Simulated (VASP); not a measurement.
ScAsS, 3 atoms in the cell. It takes space group P4/mmm (No. 123, tetragonal). The conventional cell has a = 3.536 Å, b = 3.536 Å, c = 5.239 Å, α = 90.00°, β = 90.00°, γ = 90.00°. Within 3.3 Å of Sc (site symmetry 4/mmm) lie 4 S at 2.50 Å. As (site symmetry 4/mmm) has 2 S at 2.62 Å and 4 As at 3.54 Å and 8 Sc at 3.62 Å within 3.7 Å. S (site symmetry 4/mmm) has 4 Sc at 2.50 Å and 2 As at 2.62 Å within 3.3 Å. The cell was built from a structure type or drawn by symmetry, and may not be a known phase.

* Program: VASP 6.6.1
* Task: relaxation of cell and atoms
* Functional: PBE
* Potentials or basis: VASP PAW PBE potentials, release 64 (Sc_sv, As, S)
* Cutoff: 600 eV
* k mesh: 6 × 6 × 4
* Occupations: gaussian, width 0.1 eV
* Spin: no spin polarisation
* Dipole correction: no
* Further INCAR settings: ALGO = Normal; EDIFF = 1e-06; IBRION = 2; EDIFFG = -0.04; NSW = 90; ISIF = 3

Potentials or basis: VASP PAW PBE potentials, release 64 (Sc_sv, As, S).

Command:

```bash
$ cat potpaw_PBE.64/Sc_sv/POTCAR potpaw_PBE.64/As/POTCAR potpaw_PBE.64/S/POTCAR > POTCAR
$ mpirun -np 1 vasp_std > vasp.out
```

Hardware: 1 thread of Intel(R) Xeon(R) 6975P-C (Granite Rapids) (shared host).

Q: How long does it take, and how much memory?

A: It took 34 s on 1 thread of Intel(R) Xeon(R) 6975P-C (Granite Rapids), on a shared host, peak memory 0.2 GiB. Counts: scf iterations 27, k points 30, ion steps 3.
